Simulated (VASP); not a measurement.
Input of a VASP 6.6.1 run:

File INCAR:

```
ALGO = Normal ; EDIFF = 1E-6
ENCUT = 520 ; GGA = CA
ISIF = 2 ; ISMEAR = 0
LASPH = T ; LCHARG = T
LELF = T ; LREAL = F
LVHAR = T ; LWAVE = F
NBANDS = 10 ; NELM = 60
PREC = Accurate ; SIGMA = 0.15
```

KPOINTS

```
k-points
0
Gamma
  18 18 10
```

Contents of POSCAR:

```
Al
1.0
    2.8024648109      0.0000000000      0.0000000000
   -1.4012324054      2.4270057195      0.0000000000
    0.0000000000      0.0000000000      4.4988000000
Al
2
Direct
    0.6666666667      0.3333333333      0.7500000000
    0.3333333333      0.6666666667      0.2500000000
```

Potentials or basis: VASP PAW LDA potentials, release 64 (Al).

Run with:

```sh
$ cat potpaw_LDA.64/Al/POTCAR > POTCAR
$ mpirun -np 1 vasp_std > vasp.out
```

Q: What does it give for the pressure?

A: 3.7 GPa.

Q: Predict the band gap on the k mesh.

A: Zero (band 3 reaches 13.14 eV, above the bottom of band 4 at 5.25 eV).

Stress tensor (GPa, compression positive):
```
3.15 0.00 0.00
0.00 3.15 0.00
0.00 0.00 4.83
```
